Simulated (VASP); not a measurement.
# SiC: single point with PBE

SiC:

```
Si C
1.0
     4.34800    0.00000    0.00000
     0.00000   -4.34800    0.00000
     0.00000    0.00000   -4.34800
Si C
4 4
Direct
  0.00000 0.50000 0.50000
  0.50000 0.00000 0.50000
  0.50000 0.50000 0.00000
  0.00000 0.00000 0.00000
  0.75000 0.75000 0.75000
  0.25000 0.25000 0.75000
  0.25000 0.75000 0.25000
  0.75000 0.25000 0.25000
```

```yaml
Program: VASP 6.6.1
Task: single point
Functional: PBE
Potentials_or_basis: VASP PAW PBE potentials, release 64 (Si, C)
Cutoff: 520 eV
k_mesh: 6 × 6 × 6
Occupations: gaussian, width 0.05 eV
Spin: no spin polarisation
Dipole_correction: no
Further_INCAR_settings: ALGO = Normal; EDIFF = 1e-06; NBANDS = 26
```

- Pressure: 4.8 GPa
- Band gap on the k mesh: 1.35 eV

Levels at points of the mesh, in eV from the valence-band top:
| k point | band 13 | band 14 | band 15 | band 16 | band 17 | band 18 | band 19 | band 20 |
| --- | --- | --- | --- | --- | --- | --- | --- | --- |
| (0.00, 0.00, 0.00) | -3.20 | 0.00 | 0.00 | 0.00 | 1.35 | 1.35 | 1.35 | 4.35 |
| (0.50, 0.00, 0.00) | -1.94 | -1.94 | -1.94 | -1.94 | 4.08 | 4.08 | 5.22 | 5.22 |
| (0.50, 0.50, 0.00) | -1.18 | -1.18 | -1.18 | -1.18 | 5.55 | 5.55 | 5.55 | 5.55 |
| (0.50, 0.50, 0.50) | -1.05 | -1.05 | -1.05 | -1.05 | 5.50 | 5.50 | 5.50 | 5.50 |

Wall time 42 s on 1 thread of Intel(R) Xeon(R) Platinum 8259CL CPU @ 2.50GHz (Skylake/Cascade Lake), with other jobs on the host, peak memory 0.18 GiB.

A k mesh can miss the band edges.
